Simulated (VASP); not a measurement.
Wanted: the native input for a VASP 6.6.1 run.

```
Task                   : relaxation of cell and atoms
Functional             : PBE
Potentials or basis    : VASP PAW PBE potentials, release 64 (Pd)
Cutoff                 : 600 eV
k mesh                 : 10 × 10 × 10
Occupations            : gaussian, width 0.1 eV
Spin                   : no spin polarisation
Target pressure        : 60 GPa
Dipole correction      : no
Further INCAR settings : ALGO = Normal; EDIFF = 1e-06; IBRION = 2; EDIFFG = -0.01; NSW = 80; ISIF = 3
```

The structure of Pd lies in POSCAR:

```
Pd
1.0
    2.5300000000      0.0000000000      0.0000000000
    0.0000000000      2.5300000000      0.0000000000
    0.0000000000      0.0000000000      2.5300000000
Pd
1
Direct
    0.0000000000      0.0000000000      0.0000000000
```

One way to write it, as run:

INCAR

```
PREC     = Accurate       # precision mode
ENCUT    = 600            # plane-wave cutoff, eV
EDIFF    = 1E-6           # SCF threshold, eV
ISMEAR   = 0              # smearing method
SIGMA    = 0.1            # smearing width, eV
LREAL    = F              # projectors in reciprocal space
LASPH    = T              # aspherical terms in the spheres
NELM     = 80             # most SCF steps
ALGO     = Normal         # electronic algorithm
ISIF     = 3              # what is computed and relaxed
LWAVE    = F              # write WAVECAR
LCHARG   = F              # write CHGCAR
GGA      = PE             # functional
IBRION   = 2              # ionic algorithm
NSW      = 80             # ionic steps
EDIFFG   = -0.01          # ionic threshold
PSTRESS  = 600.0
```

KPOINTS

```
regular mesh
0
Gamma
  10 10 10
```

Potentials or basis: VASP PAW PBE potentials, release 64 (Pd).

Launch:

```console
$ cat potpaw_PBE.64/Pd/POTCAR > POTCAR
$ mpirun -np 1 vasp_std > vasp.out
```

Results of the run:

| Property | Result |
| --- | --- |
| Relaxed volume | 13.82 Å³/atom |
| Relaxed cell | a = 2.400 Å, b = 2.400 Å, c = 2.400 Å, α = 90.00°, β = 90.00°, γ = 90.00° |
| Space group after relaxing (to 0.05 Å) | Pm-3m (No. 221) |
| Energy change on relaxing (the enthalpy is what falls) | +501.9 meV/atom |
| Ionic steps | 16 |
| Pressure after relaxing | 60.0 GPa |
| Band gap on the k mesh | zero (band 5 reaches 13.21 eV, above the bottom of band 6 at 10.42 eV) |

Caveat: the cell is relaxed towards a set pressure, so the enthalpy falls and the energy may rise.

Wall time 83 s on 1 thread of Intel Xeon 8259CL, with other jobs on the host, peak memory 0.14 GiB.
